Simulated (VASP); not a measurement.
# Sn (P6_3/mmc) in VASP: notebook, part 2 of 2

VASP 6.6.1. Earlier steps stand in the parts before.

### Step 3. Single point, PBE

INCAR

```
PREC = Accurate
ENCUT = 520
EDIFF = 1E-7
ISMEAR = -1
SIGMA = 0.08
LREAL = False
LASPH = True
NELM = 60
ALGO = Normal
ISIF = 2
LWAVE = False
LCHARG = False
GGA = PE
NBANDS = 21
```

KPOINTS

```
regular mesh
0
Gamma
  16 16 9
```

POSCAR

```
Sn
1.0
    2.6948768195      0.0000000000      0.0000000000
   -1.3474384097      2.3338317858      0.0000000000
    0.0000000000      0.0000000000      4.3643235969
Sn
2
Direct
    0.3333333333      0.6666666667      0.2500000000
    0.6666666667      0.3333333333      0.7500000000
```

Potentials or basis: VASP PAW PBE potentials, release 64 (Sn_d).

Run with:

```sh
> cat potpaw_PBE.64/Sn_d/POTCAR > POTCAR
> mpirun -np 1 vasp_std > vasp.out
```

Run time: 26 s. Hardware: 1 thread of Intel Xeon 6975P-C (Granite Rapids), shared host; peak memory 0.18 GiB.

It converged, with:

| Quantity | Value |
| --- | --- |
| Free energy | 0.4319 eV |
| Pressure | 180.5 GPa |
| Band gap on the k mesh | zero (bands 14 and 15 overlap by 13.60 eV) |

Levels at points of the mesh, in eV from the Fermi level:
| k point | band 10 | band 11 | band 12 | band 13 | band 14 | band 15 | band 16 | band 17 | band 18 | band 19 |
| --- | --- | --- | --- | --- | --- | --- | --- | --- | --- | --- |
| (0.00, 0.00, 0.00) | -22.38 | -18.54 | -9.80 | -8.23 | 9.40 | 9.99 | 9.99 | 11.30 | 11.50 | 12.67 |
| (0.50, 0.00, 0.00) | -22.26 | -10.36 | -10.15 | -2.52 | -2.48 | -0.62 | 0.67 | 2.22 | 8.14 | 9.28 |

Caveat: the cell stands under pressure; spin-orbit coupling is left out, which moves the levels of the heavy elements.

### Step 4. Single point, PBE

This run uses another cell than the first one: it holds 4 atoms, not 2.

INCAR

```
SYSTEM = Sn
ALGO = Normal
EDIFF = 1E-7
ENCUT = 520
GGA = PE
ISIF = 2
ISMEAR = -1
LASPH = .TRUE.
LCHARG = .FALSE.
LREAL = .FALSE.
LWAVE = .FALSE.
NBANDS = 36
NELM = 60
PREC = Accurate
SIGMA = 0.08
```

KPOINTS

```
k-points
0
G
  13 13 4
  0 0 0
```

POSCAR

```
Sn
1.0
    2.6917812130      0.0000000000      0.0000000000
   -1.3458906065      2.3311509118      0.0000000000
    0.0000000000      0.0000000000      8.7826360836
Sn
4
Direct
    0.0000000000      0.0000000000      0.0000000000
    0.0000000000      0.0000000000      0.5000000000
    0.3333333333      0.6666666667      0.2500000000
    0.6666666667      0.3333333333      0.7500000000
```

Potentials or basis: VASP PAW PBE potentials, release 64 (Sn_d).

Run with:

```sh
> cat potpaw_PBE.64/Sn_d/POTCAR > POTCAR
> mpirun -np 1 vasp_std > vasp.out
```

OUTCAR:

```text
SYSTEM = Sn
   EDIFF = 1E-7
   ENCUT = 520
   GGA = PE
   ISIF = 2
   ISMEAR = -1
   LASPH = .TRUE.
   LREAL = .FALSE.
   NELM = 60
   PREC = Accurate

 ion  position               nearest neighbor table
   1  0.000  0.000  0.000-   3 2.69   4 2.69   3 2.69   4 2.69   4 2.69   3 2.69
   2  0.000  0.000  0.500-   3 2.69   4 2.69   3 2.69   4 2.69   4 2.69   3 2.69
   3  0.333  0.667  0.250-   1 2.69   2 2.69   1 2.69   2 2.69   1 2.69   2 2.69
   4  0.667  0.333  0.750-   1 2.69   2 2.69   1 2.69   2 2.69   1 2.69   2 2.69

  LATTYP: Found a hexagonal cell.
 ALAT       =     2.6917812130
 C/A-ratio  =     3.2627600049
[... 1136 lines left out ...]
  --------------------------------------------------------------------------------------
  -------------------------------------------------------------------------------------
  Total       61.9720817     61.9720817     61.9636698      0.0000000      0.0000000      0.0000000
  in kB     1801.6550045   1801.6550044   1801.4104536      0.0000000      0.0000000      0.0000000
  external PRESSURE =    1801.5734875 kB  Pullay stress =       0.0000000 kB

 VOLUME and BASIS-vectors are now :
 -----------------------------------------------------------------------------
  energy-cutoff  :      520.00
  volume of cell :       55.11
      direct lattice vectors                 reciprocal lattice vectors
     2.691781213  0.000000000  0.000000000     0.371501218  0.214486328  0.000000000
    -1.345890607  2.331150912  0.000000000     0.000000000  0.428972657  0.000000000
     0.000000000  0.000000000  8.782636084     0.000000000  0.000000000  0.113861031

 POSITION                                       TOTAL-FORCE (eV/Angst)
 -----------------------------------------------------------------------------------
      0.00000      0.00000      0.00000        -0.000000      0.000000      0.000000
      0.00000      0.00000      4.39132        -0.000000      0.000000      0.000000
     -0.00000      1.55410      2.19566         0.000000      0.000000     -0.000000
      1.34589      0.77705      6.58698        -0.000000     -0.000000     -0.000000
 -----------------------------------------------------------------------------------
    total drift:                                0.000000     -0.000000      0.000000

  FREE ENERGIE OF THE ION-ELECTRON SYSTEM (eV)
  ---------------------------------------------------
  free  energy   TOTEN  =         0.9391782908 eV

  energy  without entropy=        0.9664142165  energy(sigma->0) =        0.95279625
```

OSZICAR:

```text
N       E                     dE             d eps       ncg     rms          rms(c)
DAV:   1     0.563805280533E+03    0.56381E+03   -0.26627E+04  4948   0.304E+03
DAV:   2     0.739539215417E+02   -0.48985E+03   -0.47988E+03  4540   0.605E+02
DAV:   3     0.357952199920E+01   -0.70374E+02   -0.68944E+02  4820   0.203E+02
DAV:   4     0.342134074644E+00   -0.32374E+01   -0.31996E+01  5208   0.487E+01
DAV:   5     0.255350539210E+00   -0.86784E-01   -0.86715E-01  6668   0.710E+00    0.979E+00
DAV:   6     0.687132514546E+00    0.43178E+00   -0.11336E-01  6168   0.517E+00    0.554E+00
DAV:   7     0.935956395265E+00    0.24882E+00   -0.10302E-01  6688   0.469E+00    0.215E-01
DAV:   8     0.939127760340E+00    0.31714E-02   -0.11919E-02  5928   0.135E+00    0.103E-01
DAV:   9     0.939072412759E+00   -0.55348E-04   -0.36724E-04  6684   0.181E-01    0.457E-02
DAV:  10     0.939171497748E+00    0.99085E-04   -0.30465E-05  6220   0.849E-02    0.624E-03
DAV:  11     0.939176034194E+00    0.45364E-05   -0.35777E-06  6028   0.254E-02    0.563E-03
DAV:  12     0.939176142006E+00    0.10781E-06   -0.30797E-07  4088   0.634E-03    0.382E-03
DAV:  13     0.939178118783E+00    0.19768E-05   -0.59659E-08  2936   0.838E-03    0.414E-04
DAV:  14     0.939178359762E+00    0.24098E-06   -0.53619E-08  2804   0.341E-03    0.102E-04
DAV:  15     0.939178290821E+00   -0.68942E-07   -0.13057E-08  2776   0.134E-03
   1 F= 0.93917829E+00 E0= 0.95279625E+00  d E =-.272359E-01
```

stdout:

```text
POSCAR found type information on POSCAR Sn
 POSCAR found :  1 types and       4 ions
 scaLAPACK will be used
 LDA part: xc-table for (Slater+PW92), standard interpolation
 POSCAR, INCAR and KPOINTS ok, starting setup
 FFT: planning ... GRIDC
 FFT: planning ... GRID_SOFT
 FFT: planning ... GRID
 WAVECAR not read
 entering main loop
```

It took 50 s on 1 thread of Intel Xeon 6975P-C (Granite Rapids), shared host; peak memory 0.22 GiB.

What came out:

```
Free energy            : 0.9392 eV
Pressure               : 180.2 GPa
Band gap on the k mesh : zero (bands 28 and 29 overlap by 13.30 eV)
```

Caveat: the cell stands under pressure; spin-orbit coupling is left out, which moves the levels of the heavy elements.

### Step 5. Single point, PBE

This run uses another cell than the first one: it holds 4 atoms, not 2.

INCAR

```
  PREC = Accurate
  ENCUT = 520
  EDIFF = 1E-6
  ISMEAR = -1
  SIGMA = 0.08
  LREAL = False
  LASPH = True
  NELM = 80
  ALGO = Normal
  ISIF = 2
  LWAVE = False
  LCHARG = False
  GGA = PE
  NBANDS = 36
```

KPOINTS

```
Automatic mesh
0
Gamma
  13 13 4
```

POSCAR: that of step 4 with these lines changed.

```diff
@@ -4,3 +4,3 @@
    -1.3458906065      2.3311509118      0.0000000000
-    0.0000000000      0.0000000000      8.7826360836
+    0.0000000000      0.0000000000      8.7826360837
 Sn
```

Run with:

```sh
> cat potpaw_PBE.64/Sn_d/POTCAR > POTCAR
> mpirun -np 1 vasp_std > vasp.out
```

Run time: 42 s. Hardware: 1 thread of Intel Xeon 6975P-C (Granite Rapids), shared host; peak memory 0.22 GiB.

It converged, with:

| Item | Value |
| --- | --- |
| Free energy | 0.9392 eV |
| Pressure | 180.0 GPa |
| Band gap on the k mesh | zero (bands 28 and 29 overlap by 13.30 eV) |

Levels at points of the mesh, in eV from the Fermi level:
| k point | band 24 | band 25 | band 26 | band 27 | band 28 | band 29 | band 30 | band 31 | band 32 | band 33 |
| --- | --- | --- | --- | --- | --- | --- | --- | --- | --- | --- |
| (0.00, 0.00, 0.00) | -9.77 | -8.31 | 1.84 | 1.84 | 9.27 | 9.51 | 10.13 | 10.13 | 10.35 | 10.98 |
| (0.00, 0.00, 0.50) | -13.20 | -3.93 | -3.93 | 7.80 | 7.80 | 9.54 | 9.54 | 10.58 | 10.58 | 10.58 |

Caveat: the cell stands under pressure; spin-orbit coupling is left out, which moves the levels of the heavy elements.

### Step 6. Overview

```csv
cell,k mesh,gap on the mesh (eV),pressure (GPa)
"a = 2.695, b = 2.695, c = 4.365 Å, angles 90.0, 90.0, 120.0°, 2 atoms, atomic positions A",16 × 16 × 9,none,180.1
"a = 2.695, b = 2.695, c = 4.364 Å, angles 90.0, 90.0, 120.0°, 2 atoms, atomic positions A",16 × 16 × 9,none,180.5
"a = 2.692, b = 2.692, c = 8.783 Å, angles 90.0, 90.0, 120.0°, 4 atoms, atomic positions B",13 × 13 × 4,none,180.0
```

Alike in all rows: task single point; level PBE; potentials or basis VASP PAW PBE potentials, release 64 (Sn_d); no spin polarisation; cutoff (eV) 520; smearing fermi-dirac 0.08 eV.

Caveats: the cell stands under pressure; spin-orbit coupling is left out, which moves the levels of the heavy elements.

Absolute energies hang on the potentials; compare differences alone.
